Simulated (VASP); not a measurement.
Set up this calculation in VASP 6.6.1, as the native input.

```yaml
Task: single point
Functional: PBE
Potentials_or_basis: VASP PAW PBE potentials, release 64 (Os)
Cutoff: 520 eV
k_mesh: 18 × 18 × 12
Occupations: gaussian, width 0.15 eV
Spin: no spin polarisation
Dipole_correction: no
Further_INCAR_settings: ALGO = Fast; EDIFF = 1e-07; NBANDS = 15
```

The structure of Os lies in POSCAR:

```
Os
1.0
    2.7340999755      0.0000000000      0.0000000000
   -1.3670499878      2.4092365359      0.0000000000
    0.0000000000      0.0000000000      4.3197000000
Os
2
Direct
    0.3333333333      0.6666666667      0.2500000000
    0.6666666667      0.3333333333      0.7500000000
```

This cell differs from its parent crystal: strain +0.0175 x Voigt [0, 1, 0, 0, 0, 0].

The input as run:

INCAR

```
SYSTEM = Os
  PREC = Accurate
  ENCUT = 520
  EDIFF = 1E-7
  ISMEAR = 0
  SIGMA = 0.15
  LREAL = .FALSE.
  LASPH = .TRUE.
  NELM = 60
  ALGO = Fast
  ISIF = 2
  LWAVE = .FALSE.
  LCHARG = .FALSE.
  GGA = PE
  NBANDS = 15
```

KPOINTS

```
Automatic mesh
0
G
  18 18 12
  0 0 0
```

Potentials or basis: VASP PAW PBE potentials, release 64 (Os).

The run is started by

```console
$ cat potpaw_PBE.64/Os/POTCAR > POTCAR
$ mpirun -np 1 vasp_std > vasp.out
```

It gave:

* Pressure: 1.6 GPa
* Largest force: 0.040 eV/Å
* Band gap on the k mesh: zero (band 8 reaches 11.17 eV, above the bottom of band 9 at 7.30 eV)

Caveat: the cell differs from its parent crystal (strain +0.0175 x Voigt [0, 1, 0, 0, 0, 0]); spin-orbit coupling is left out, which moves the levels of the heavy elements.

Wall time 4.4 min on 1 thread of Intel(R) Xeon(R) Platinum 8259CL CPU @ 2.50GHz (Skylake/Cascade Lake) (shared host), peak memory 0.34 GiB.
